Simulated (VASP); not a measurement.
Write the native input for VASP 6.6.1 that does the following.

```yaml
Task: single point
Functional: LDA
Potentials_or_basis: VASP PAW LDA potentials, release 64 (B, Sr_sv)
Cutoff: 520 eV
k_mesh: 10 × 10 × 10
Occupations: fermi-dirac, width 0.05 eV
Spin: no spin polarisation
Dipole_correction: no
Further_INCAR_settings: ALGO = Normal; EDIFF = 1e-06; NBANDS = 18
```

The structure of Sr2B (CdCl2 type) lies in POSCAR:

```
Sr2B
1.0
    2.0531964664     -1.1854135326      3.3553390245
    0.0000000000      2.3708270652      3.3553390245
   -2.0531964664     -1.1854135326      3.3553390245
B Sr
1 2
Direct
    0.0000000000      0.0000000000      0.0000000000
    0.2499809164      0.2499809164      0.2499809164
    0.7500190836      0.7500190836      0.7500190836
```

This cell differs from its parent crystal: volume scaled by 0.6.

The input as run:

INCAR

```
PREC     = Accurate       # precision mode
ENCUT    = 520            # plane-wave cutoff, eV
EDIFF    = 1E-6           # SCF threshold, eV
ISMEAR   = -1             # smearing method
SIGMA    = 0.05           # smearing width, eV
LREAL    = F              # projectors in reciprocal space
LASPH    = T              # aspherical terms in the spheres
NELM     = 80             # most SCF steps
ALGO     = Normal         # electronic algorithm
ISIF     = 2              # what is computed and relaxed
LWAVE    = F              # write WAVECAR
LCHARG   = T              # write CHGCAR
GGA      = CA             # functional
LELF     = T              # ELF
LVHAR    = T            
NBANDS   = 18             # bands
```

KPOINTS

```
Automatic mesh
0
Gamma
  10 10 10
```

Potentials or basis: VASP PAW LDA potentials, release 64 (B, Sr_sv).

The run is started by

```bash
$ cat potpaw_LDA.64/B/POTCAR potpaw_LDA.64/Sr_sv/POTCAR > POTCAR
$ mpirun -np 1 vasp_std > vasp.out
```

Results of the run:

The pressure is 43.0 GPa. The largest force is 0.005 eV/Å.

It took 76 s on 1 thread of Intel(R) Xeon(R) Platinum 8259CL CPU @ 2.50GHz (Skylake/Cascade Lake), with other jobs on the host, peak memory 0.22 GiB.
